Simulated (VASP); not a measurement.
Write the native input for VASP 6.6.1 that does the following.

* Task: single point
* Functional: r2SCAN
* Potentials or basis: VASP PAW PBE potentials, release 64 (Li_sv, K_sv, F)
* Cutoff: 520 eV
* k mesh: 8 × 8 × 8
* Occupations: gaussian, width 0.01 eV
* Spin: no spin polarisation
* Dipole correction: no
* Further INCAR settings: ALGO = Normal; EDIFF = 1e-07; NBANDS = 21

The system is KLiF2.

```
CELL_PARAMETERS angstrom
1.63837 0.94591 5.70483
-1.63837 0.94591 5.70483
0.00000 -1.89182 5.70483
ATOMIC_POSITIONS crystal
Li 0.00000 0.00000 0.00000
K 0.50000 0.50000 0.50000
F 0.26895 0.26895 0.26895
F 0.73105 0.73105 0.73105
```

The input as run:

POSCAR

```
KLiF2
1.0
    1.6383673774      0.9459118464      5.7048298415
   -1.6383673774      0.9459118464      5.7048298415
    0.0000000000     -1.8918236928      5.7048298415
Li K F
1 1 2
Direct
    1.0000000000      0.0000000000      0.0000000000
    0.5000000000      0.5000000000      0.5000000000
    0.2689466835      0.2689466835      0.2689466835
    0.7310533165      0.7310533165      0.7310533165
```

INCAR.step1

```
PREC = Accurate
ENCUT = 520
ISMEAR = 0
SIGMA = 0.01
LREAL = False
LASPH = True
NELM = 100
NBANDS = 21
GGA = PE
ALGO = Normal
EDIFF = 1E-4
LWAVE = True
LCHARG = False
```

INCAR.step2

```
PREC = Accurate
ENCUT = 520
EDIFF = 1E-7
ISMEAR = 0
SIGMA = 0.01
LREAL = False
LASPH = True
NELM = 100
ALGO = Normal
ISIF = 2
LWAVE = False
LCHARG = False
METAGGA = R2SCAN
LMIXTAU = True
NBANDS = 21
ISTART = 1
```

KPOINTS

```
Automatic mesh
0
Gamma
  8 8 8
```

Potentials or basis: VASP PAW PBE potentials, release 64 (Li_sv, K_sv, F).

Run with:

```console
$ cat potpaw_PBE.64/Li_sv/POTCAR potpaw_PBE.64/K_sv/POTCAR potpaw_PBE.64/F/POTCAR > POTCAR
$ cp INCAR.step1 INCAR
$ mpirun -np 1 vasp_std > vasp.out
$ cp INCAR.step2 INCAR
$ mpirun -np 1 vasp_std > vasp.out
```

Results of the run:

```json
{
 "Largest force": "0.015 eV/Å",
 "Band gap on the k mesh": "7.29 eV"
}
```

Caveat: the PAW data sets were made with another functional, which shifts forces and pressure a little.

It took 17 min on 1 thread of Intel Xeon 8259CL, on a shared host, peak memory 0.4 GiB.
